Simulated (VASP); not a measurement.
# Si (a cell with a defect) in VASP: relaxation of the atoms with PBE

Aim: the relaxation of the atoms of Si (a cell with a defect) with PBE.

Program: VASP 6.6.1. These are calculated values, not measurements. Logs are shortened: lines on timing, memory, paths and dates and some standing lists are left out, and cuts for length are marked.

## Step 1: The cell of the first run

The cell holds a defect, 31 atoms: a = 9.474 Å, b = 9.474 Å, c = 9.474 Å, α = 109.47°, β = 109.47°, γ = 109.47°.

## Step 2: Relaxation of the atoms, PBE (atoms taken out)

INCAR reads:

```
PREC = Accurate ; ENCUT = 520
EDIFF = 1E-6 ; ISMEAR = 0
SIGMA = 0.02 ; LREAL = Auto
LASPH = True ; NELM = 100
ALGO = Fast ; ISIF = 2
LWAVE = False ; LCHARG = False
GGA = PE ; IBRION = 2
NSW = 80 ; EDIFFG = -0.02
```

KPOINTS reads:

```
Automatic mesh
0
Gamma
  2 2 2
  0.5 0.5 0.5
```

POSCAR reads:

```
Si
1.0
   -5.4700937627     -5.4700937627      5.4700937627
    5.4700937627     -5.4700937627     -5.4700937627
    5.4700937627      5.4700937627      5.4700937627
Si
31
Direct
    0.2500000000      0.7500000000      0.5000000000
    0.0000000000      0.7500000000      0.0000000000
    0.5000000000      0.5000000000      0.7500000000
    0.2500000000      0.5000000000      0.0000000000
    0.0000000000      0.5000000000      0.2500000000
    0.7500000000      0.7500000000      0.2500000000
    0.5000000000      0.7500000000      0.5000000000
    0.0000000000      0.0000000000      0.7500000000
    0.7500000000      0.2500000000      0.7500000000
    0.5000000000      0.2500000000      0.0000000000
    0.2500000000      0.2500000000      0.2500000000
    0.0000000000      0.2500000000      0.5000000000
    0.7500000000      0.5000000000      0.5000000000
    0.7500000000      0.0000000000      0.0000000000
    0.5000000000      0.0000000000      0.2500000000
    0.2500000000      0.0000000000      0.5000000000
    0.0000000000      0.7500000000      0.7500000000
    0.5000000000      0.5000000000      0.5000000000
    0.2500000000      0.5000000000      0.7500000000
    0.0000000000      0.5000000000      0.0000000000
    0.7500000000      0.7500000000      0.0000000000
    0.5000000000      0.7500000000      0.2500000000
    0.0000000000      0.0000000000      0.5000000000
    0.7500000000      0.2500000000      0.5000000000
    0.5000000000      0.2500000000      0.7500000000
    0.2500000000      0.2500000000      0.0000000000
    0.0000000000      0.2500000000      0.2500000000
    0.7500000000      0.5000000000      0.2500000000
    0.7500000000      0.0000000000      0.7500000000
    0.5000000000      0.0000000000      0.0000000000
    0.2500000000      0.0000000000      0.2500000000
```

Potentials or basis: VASP PAW PBE potentials, release 64 (Si).

Launch:

```bash
cat potpaw_PBE.64/Si/POTCAR > POTCAR
mpirun -np 1 vasp_std > vasp.out
```

OUTCAR:

```text
PREC = Accurate
   ENCUT = 520
   EDIFF = 1E-6
   ISMEAR = 0
   LREAL = Auto
   LASPH = True
   NELM = 100
   ISIF = 2
   GGA = PE
   IBRION = 2
   NSW = 80
   EDIFFG = -0.02

 ion  position               nearest neighbor table
   1  0.250  0.750  0.500-   5 2.37   7 2.37  16 2.37
   2  0.000  0.750  0.000-  17 2.37  20 2.37  21 2.37  31 2.37
   3  0.500  0.500  0.750-  18 2.37  19 2.37  21 2.37  25 2.37
   4  0.250  0.500  0.000-  19 2.37  20 2.37  22 2.37  26 2.37
   5  0.000  0.500  0.250-   1 2.37  20 2.37  27 2.37  28 2.37
   6  0.750  0.750  0.250-  21 2.37  22 2.37  23 2.37  28 2.37
   7  0.500  0.750  0.500-   1 2.37  18 2.37  22 2.37  29 2.37
   8  0.000  0.000  0.750-  17 2.37  23 2.37  26 2.37  29 2.37
   9  0.750  0.250  0.750-  20 2.37  24 2.37  25 2.37  29 2.37
  10  0.500  0.250  0.000-  25 2.37  26 2.37  28 2.37  30 2.37
  11  0.250  0.250  0.250-  18 2.37  26 2.37  27 2.37  31 2.37
  12  0.000  0.250  0.500-  19 2.37  23 2.37  24 2.37  27 2.37
  13  0.750  0.500  0.500-  17 2.37  18 2.37  24 2.37  28 2.37
  14  0.750  0.000  0.000-  21 2.37  27 2.37  29 2.37  30 2.37
  15  0.500  0.000  0.250-  22 2.37  24 2.37  30 2.37  31 2.37
  16  0.250  0.000  0.500-   1 2.37  23 2.37  25 2.37  31 2.37
  17  0.000  0.750  0.750-   2 2.37   8 2.37  13 2.37
  18  0.500  0.500  0.500-   3 2.37   7 2.37  11 2.37  13 2.37
  19  0.250  0.500  0.750-   3 2.37   4 2.37  12 2.37
  20  0.000  0.500  0.000-   2 2.37   4 2.37   5 2.37   9 2.37
  21  0.750  0.750  0.000-   2 2.37   3 2.37   6 2.37  14 2.37
  22  0.500  0.750  0.250-   4 2.37   6 2.37   7 2.37  15 2.37
  23  0.000  0.000  0.500-   6 2.37   8 2.37  12 2.37  16 2.37
  24  0.750  0.250  0.500-   9 2.37  12 2.37  13 2.37  15 2.37
  25  0.500  0.250  0.750-   3 2.37   9 2.37  10 2.37  16 2.37
  26  0.250  0.250  0.000-   4 2.37   8 2.37  10 2.37  11 2.37
  27  0.000  0.250  0.250-   5 2.37  11 2.37  12 2.37  14 2.37
  28  0.750  0.500  0.250-   5 2.37   6 2.37  10 2.37  13 2.37
  29  0.750  0.000  0.750-   7 2.37   8 2.37   9 2.37  14 2.37
  30  0.500  0.000  0.000-  10 2.37  14 2.37  15 2.37
  31  0.250  0.000  0.250-   2 2.37  11 2.37  15 2.37  16 2.37

  LATTYP: Found a body centered cubic cell.
 ALAT       =    10.9401875254

  Lattice vectors:

 A1 = (  -5.4700937627,  -5.4700937627,   5.4700937627)
 A2 = (   5.4700937627,  -5.4700937627,  -5.4700937627)
 A3 = (   5.4700937627,   5.4700937627,   5.4700937627)

Analysis of symmetry for initial positions (statically):
=====================================================================
 Subroutine PRICEL returns:
 Original cell was already a primitive cell.

 Routine SETGRP: Setting up the symmetry group for a
 body centered cubic supercell.

 Subroutine GETGRP returns: Found 24 space group operations
 (whereof  2 operations were pure point group operations)
 out of a pool of 48 trial point group operations.

The static configuration has the point symmetry C_1h.
 The point group associated with its full space group is T_d .

Analysis of symmetry for dynamics (positions and initial velocities):
=====================================================================
 Subroutine PRICEL returns:
 Original cell was already a primitive cell.

 Routine SETGRP: Setting up the symmetry group for a
 body centered cubic supercell.

 Subroutine GETGRP returns: Found 24 space group operations
 (whereof  2 operations were pure point group operations)
 out of a pool of 48 trial point group operations.

The dynamic configuration has the point symmetry C_1h.
 The point group associated with its full space group is T_d .

 Subroutine INISYM returns: Found 24 space group operations
 (whereof  2 operations are pure point group operations),
 and found     1 'primitive' translations

----------------------------------------------------------------------------------------

                                     Primitive cell

  volume of cell :     654.7030

  direct lattice vectors                    reciprocal lattice vectors
    -5.470093763 -5.470093763  5.470093763     0.000000000 -0.091406111  0.091406111
     5.470093763 -5.470093763 -5.470093763     0.091406111 -0.091406111  0.000000000
     5.470093763  5.470093763  5.470093763     0.091406111  0.000000000  0.091406111

  length of vectors
[... 72 lines left out ...]

Automatic generation of k-mesh.
 Grid dimensions read from file:
 generate k-points for:    2    2    2

 Generating k-lattice:

  Cartesian coordinates                     Fractional coordinates (reciprocal lattice)
     0.000000000 -0.045703056  0.045703056     0.500000000  0.000000000  0.000000000
     0.045703056 -0.045703056  0.000000000     0.000000000  0.500000000  0.000000000
     0.045703056  0.000000000  0.045703056     0.000000000  0.000000000  0.500000000

  Length of vectors
     0.064633881  0.064633881  0.064633881

  Shift w.r.t. Gamma in fractional coordinates (k-lattice)
     0.500000000  0.500000000  0.500000000

 Subroutine IBZKPT returns following result:
 ===========================================

 Found      2 irreducible k-points:

 Following reciprocal coordinates:
            Coordinates               Weight
  0.250000  0.250000  0.250000      2.000000
 -0.250000  0.250000  0.250000      6.000000
   k-points           NKPTS =      2   k-points in BZ     NKDIM =      2   number of bands    NBANDS=     78
   number of dos      NEDOS =    301   number of ions     NIONS =     31
   total plane-waves  NPLWV = 343000
   dimension x,y,z NGX =    70 NGY =   70 NGZ =   70
   dimension x,y,z NGXF=   140 NGYF=  140 NGZF=  140
   ions per type =              31
   NGX,Y,Z   is equivalent  to a cutoff of  12.28, 12.28, 12.28 a.u.
   NGXF,Y,Z  is equivalent  to a cutoff of  24.57, 24.57, 24.57 a.u.
 SYSTEM =  unknown system
   PREC   = accura    normal or accurate (medium, high low for compatibility)
   ISTART =      0    job   : 0-new  1-cont  2-samecut
   ICHARG =      2    charge: 1-file 2-atom 10-const
   ISPIN  =      1    spin polarized calculation?
   LNONCOLLINEAR =      F non collinear calculations
   LSORBIT =      F    spin-orbit coupling
   LASPH  =      T    aspherical Exc in radial PAW
   ENCUT  =  520.0 eV  38.22 Ry    6.18 a.u.  17.62 17.62 17.62*2*pi/ulx,y,z
   NELM   =    100;   NELMIN=  2; NELMDL= -5     # of ELM steps
   EDIFF  = 0.1E-05   stopping-criterion for ELM
   LREAL  =      T    real-space projection
   EDIFFG = -.2E-01   stopping-criterion for IOM
   NSW    =     80    number of steps for IOM
   IBRION =      2    ionic relax: 0-MD 1-quasi-New 2-CG
   NFREE  =      1    steps in history (QN), initial steepest desc. (CG)
   ISIF   =      2    stress and relaxation
   ISYM   =      2    0-nonsym 1-usesym 2-fastsym
   POTIM  = 0.5000    time-step for ionic-motion
   TEBEG  =    0.0;   TEEND  =   0.0 temperature during run
   PSTRESS=    0.0 pullay stress
   NELECT =     124.0000    total number of electrons
   NUPDOWN=      -1.0000    fix difference up-down
   EMIN   =  10.00;   EMAX   =-10.00  energy-range for DOS
   EFERMI =   0.00;   METHOD = LEGACY
   ISMEAR =     0;   SIGMA  =   0.02  broadening in eV -4-tet -1-fermi 0-gaus
   EFERMI_NEDOS =   21; number of points for ismear=-14 and -15
   IALGO  =     68    algorithm
   IMIX   =      4    mixing-type and parameters
     AMIX     =   0.40;   BMIX     =  1.00
     AMIX_MAG =   1.60;   BMIX_MAG =  1.00
  volume/ion in A,a.u.               =      21.12       142.52
  Fermi-wavevector in a.u.,A,eV,Ry     =   0.940158  1.776640 12.026137  0.883896
  Thomas-Fermi vector in A             =   2.067541
   LORBIT       =      0    0 simple, 1 ext, 2 COOP (PROOUT), +10 PAW based schemes
   GGA     = PE    functional components
   LHFCALC =     F    Hartree Fock is set to
   AEXX    =    0.0000 exact exchange contribution
   IVDW    =     0    specifies the selected vdW correction
   LEPSILON=     F    determine dielectric tensor
   LRPA    =     F    only Hartree local field effects (RPA)
 conjugate gradient relaxation of ions
 non-spin polarized calculation
 RMM-DIIS sequential band-by-band and
 Gauss-broadening in eV      SIGMA  =   0.02
  energy-cutoff  :      520.00
  volume of cell :      654.70
 maximum number of plane-waves:     17628
 NGX is ok and might be reduce to    70
   NGX = 35   NGY = 35   NGZ = 35

--------------------------------------- Ionic step        1  -------------------------------------------

 number of electron     124.0000009 magnetization

 Free energy of the ion-electron system (eV)
  ---------------------------------------------------
  ext. energy  EPLUGINS =         0.00000000
  ---------------------------------------------------
  free energy    TOTEN  =      -164.21410945 eV

  energy without entropy =     -164.20350917  energy(sigma->0) =     -164.20880931

------------------------ aborting loop because EDIFF is reached ----------------------------------------

  FORCE on cell =-STRESS in cart. coord.  units (eV):
  Direction    XX          YY          ZZ          XY          YZ          ZX
  --------------------------------------------------------------------------------------
  -------------------------------------------------------------------------------------
  Total       -2.7687956     -2.7687956     -2.7687956      0.0000000      0.0000000      0.0000000
  in kB       -6.7757468     -6.7757468     -6.7757468      0.0000000      0.0000000      0.0000000
  external PRESSURE =      -6.7757468 kB  Pullay stress =       0.0000000 kB
[... 507 lines left out ...]
--------------------------------------- Ionic step        9  -------------------------------------------

 number of electron     124.0000004 magnetization

 Free energy of the ion-electron system (eV)
  ---------------------------------------------------
  ext. energy  EPLUGINS =         0.00000000
  ---------------------------------------------------
  free energy    TOTEN  =      -164.25986255 eV

  energy without entropy =     -164.24926227  energy(sigma->0) =     -164.25456241

 E-fermi :   5.6115     XC(G=0):  -9.2195

 val. band max:        5.2561715300   @ k =  -0.2500   0.2500   0.2500
 cond. band min:       5.6251903001   @ k =  -0.2500   0.2500   0.2500
 fundamental gap:      0.3690187701
 Fermi energy:         5.6115092145

 k-point     1 :       0.2500    0.2500    0.2500
  band No.  band energies     occupation
      1      -5.6848      2.00000
      2      -5.6848      2.00000
      3      -5.6848      2.00000
      4      -5.4128      2.00000
      5      -3.8418      2.00000
      6      -3.8418      2.00000
[... 66 lines left out ...]
     73       7.0484      0.00000
     74       7.1028      0.00000

 k-point     2 :      -0.2500    0.2500    0.2500
  band No.  band energies     occupation
      1      -6.1391      2.00000
      2      -5.1719      2.00000
      3      -5.1586      2.00000
      4      -5.1586      2.00000
      5      -4.9521      2.00000
      6      -4.3488      2.00000
[... 66 lines left out ...]
     73       7.6522      0.00000
     74       7.7810      0.00000
 [bands above 74 left out]

------------------------ aborting loop because EDIFF is reached ----------------------------------------

  FORCE on cell =-STRESS in cart. coord.  units (eV):
  Direction    XX          YY          ZZ          XY          YZ          ZX
  --------------------------------------------------------------------------------------
  -------------------------------------------------------------------------------------
  Total       -4.7094569     -4.7094569     -4.7094569     -0.0000000     -0.0000000      0.0000000
  in kB      -11.5248984    -11.5248984    -11.5248984     -0.0000000     -0.0000000      0.0000000
  external PRESSURE =     -11.5248984 kB  Pullay stress =       0.0000000 kB
[... 46 lines left out ...]
  FREE ENERGIE OF THE ION-ELECTRON SYSTEM (eV)
  ---------------------------------------------------
  free  energy   TOTEN  =      -164.2598625480 eV

  energy  without entropy=     -164.2492622703  energy(sigma->0) =     -164.25456241

 reached required accuracy - stopping structural energy minimisation
```

Wall time 23 min (1 thread of Oxide Virtual Turin-like, shared host); peak memory 0.72 GiB.

Results:

| Quantity | Value |
| --- | --- |
| Free energy | -164.2599 eV |
| Energy gained by relaxing | 1.5 meV/atom |
| Ionic steps | 9 |
| Pressure after relaxing | -1.2 GPa |
| Largest force after relaxing | 0.009 eV/Å |
| Band gap on the k mesh | zero (bands 62 and 63 overlap by 0.15 eV) |

Forces in eV/Å, atoms in the order of the input:
```
Si  -0.003 -0.003 -0.003
Si  -0.003 -0.003  0.001
Si   0.003 -0.001 -0.003
Si   0.001 -0.003 -0.003
Si   0.003  0.001  0.003
Si   0.000  0.000  0.000
Si   0.003  0.003  0.001
Si  -0.003 -0.001  0.003
Si   0.000  0.000  0.000
Si  -0.003  0.003 -0.001
Si   0.000  0.000  0.000
Si   0.003 -0.003 -0.001
Si  -0.001 -0.003  0.003
Si  -0.001  0.003 -0.003
Si  -0.003  0.001 -0.003
Si   0.001  0.003  0.003
Si   0.003  0.003 -0.003
Si   0.007 -0.004  0.004
Si  -0.003  0.003  0.003
Si   0.004 -0.007  0.004
Si  -0.004 -0.004 -0.007
Si   0.004  0.004 -0.007
Si   0.004 -0.004  0.007
Si  -0.004 -0.007 -0.004
Si   0.004  0.007 -0.004
Si  -0.007 -0.004 -0.004
Si   0.007  0.004 -0.004
Si  -0.004  0.004  0.007
Si  -0.004  0.007  0.004
Si   0.003 -0.003  0.003
Si  -0.007  0.004  0.004
```

Step by step:
| step | energy change (eV) | largest force (eV/Å) | pressure (GPa) |
| --- | --- | --- | --- |
| 1 | 0.0000 | 0.1816 | -0.68 |
| 2 | -0.0161 | 0.1104 | -0.71 |
| 3 | -0.0181 | 0.1288 | -0.72 |
| 4 | -0.0257 | 0.1327 | -0.77 |
| 5 | -0.0309 | 0.1413 | -0.85 |
| 6 | -0.0381 | 0.1030 | -0.93 |
| 7 | -0.0448 | 0.0355 | -1.17 |
| 8 | -0.0453 | 0.0263 | -1.12 |
| 9 | -0.0458 | 0.0092 | -1.15 |

Final structure:
```cif
data_structure
_symmetry_space_group_name_H-M 'P 1'
_symmetry_Int_Tables_number 1
_cell_length_a 9.4745
_cell_length_b 9.4745
_cell_length_c 9.4745
_cell_angle_alpha 109.471
_cell_angle_beta 109.471
_cell_angle_gamma 109.471
_cell_volume 654.70
loop_
_atom_site_label
_atom_site_type_symbol
_atom_site_fract_x
_atom_site_fract_y
_atom_site_fract_z
_atom_site_occupancy
Si1 Si 0.25000 0.75000 0.50854 1
Si2 Si 0.00205 0.75000 0.99810 1
Si3 Si 0.49810 0.50205 0.75000 1
Si4 Si 0.25000 0.50205 0.99810 1
Si5 Si 0.00190 0.50190 0.25395 1
Si6 Si 0.75000 0.75000 0.25000 1
Si7 Si 0.49810 0.75000 0.50205 1
Si8 Si 0.00205 0.99810 0.75000 1
Si9 Si 0.75000 0.25000 0.75000 1
Si10 Si 0.49795 0.24605 0.99795 1
Si11 Si 0.25000 0.25000 0.25000 1
Si12 Si 0.00190 0.25395 0.50190 1
Si13 Si 0.75395 0.50190 0.50190 1
Si14 Si 0.74605 0.99795 0.99795 1
Si15 Si 0.49795 0.99795 0.24605 1
Si16 Si 0.25000 0.99810 0.50205 1
Si17 Si 0.00854 0.75000 0.75000 1
Si18 Si 0.50122 0.50094 0.50094 1
Si19 Si 0.25000 0.50854 0.75000 1
Si20 Si 0.00094 0.50094 0.00122 1
Si21 Si 0.75028 0.75000 0.99906 1
Si22 Si 0.49906 0.75000 0.25028 1
Si23 Si 0.00094 0.00122 0.50094 1
Si24 Si 0.74972 0.24972 0.49878 1
Si25 Si 0.49906 0.25028 0.75000 1
Si26 Si 0.25000 0.25028 0.99906 1
Si27 Si 0.99878 0.24972 0.24972 1
Si28 Si 0.74972 0.49878 0.24972 1
Si29 Si 0.75028 0.99906 0.75000 1
Si30 Si 0.49146 0.99146 0.99146 1
Si31 Si 0.25000 0.99906 0.25028 1
```

Caveat: the k points lie up to 0.41 Å⁻¹ apart; the cell differs from its parent crystal (atoms taken out).

The gap in the log of VASP goes by the Fermi energy; the results here count the filled bands.